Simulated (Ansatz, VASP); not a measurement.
## Two plane-wave programs on Ni

Contents of INCAR:

```
SYSTEM = Ni
ALGO = Normal
EDIFF = 1E-7
ENCUT = 520
GGA = PE
ISIF = 2
ISMEAR = -1
ISPIN = 2
LASPH = .TRUE.
LCHARG = .TRUE.
LELF = .TRUE.
LMAXMIX = 4
LORBIT = 11
LREAL = .FALSE.
LVHAR = .TRUE.
LWAVE = .FALSE.
MAGMOM = 0.5
NBANDS = 15
NELM = 150
NUPDOWN = 0.5
PREC = Accurate
SIGMA = 0.05
```

KPOINTS

```
k-points
0
G
  11 11 11
  0 0 0
```

POSCAR

```
Ni
1.0
   -1.3837154700      1.3837154700      1.3837154700
    1.3837154700     -1.3837154700      1.3837154700
    1.3837154700      1.3837154700     -1.3837154700
Ni
1
Direct
    0.0000000000      0.0000000000      0.0000000000
```

Contents of input.yaml:

```yaml
crystal:
  lattice:
    - [-1.38371547, 1.38371547, 1.38371547]
    - [1.38371547, -1.38371547, 1.38371547]
    - [1.38371547, 1.38371547, -1.38371547]
  atoms:
    - { symbol: Ni, position: [0.0, 0.0, 0.0], spin: 0.5 }
hamiltonian:
  xc: pbe
  pseudopotentials: { kind: paw }
magnetization:
  spin_polarized: true
  initial_magnetization: 0.5
  spin_locking: { lock_magnetization: hard }
kpoints:
  mp_grid: { grid: [11, 11, 11] }
scf:
  occupations: { method: fermi_dirac, width: 0.05 }
  lower_state_search: "off"
output:
  forces: true
  stress: true
  eigenvalues: true
  write_density: true
  write_potential: true
  elf: true
  volumetric_format: npy
```

Alike in both runs: task single point; functional PBE; k mesh 11 × 11 × 11; occupations fermi-dirac, width 0.05 eV; collinear spin; fixed moment 0.5 μB.

```csv
,VASP,Ansatz
version,VASP 6.6.1,Ansatz 0.2.0
potentials or method,"VASP PAW PBE potentials, release 64 (Ni)",Ansatz PAW
plane-wave cutoff (eV),520,420
valence electrons in the cell,10,18
```

```csv
,VASP,Ansatz,Ansatz less VASP
pressure (GPa),7.1,7.2,+0.09
net moment per atom (μB),0.50,0.50,0.000
size of the moment on the site where the two differ most (μB),0.51,0.53,+0.021
```

Site moments also hang on the region over which each program counts them. With one functional, cell and mesh, what is left measures potentials, basis and numerics. VASP's potentials hold 10 valence electrons a cell and Ansatz's 18, so a difference there can come from the potentials and not from the codes.
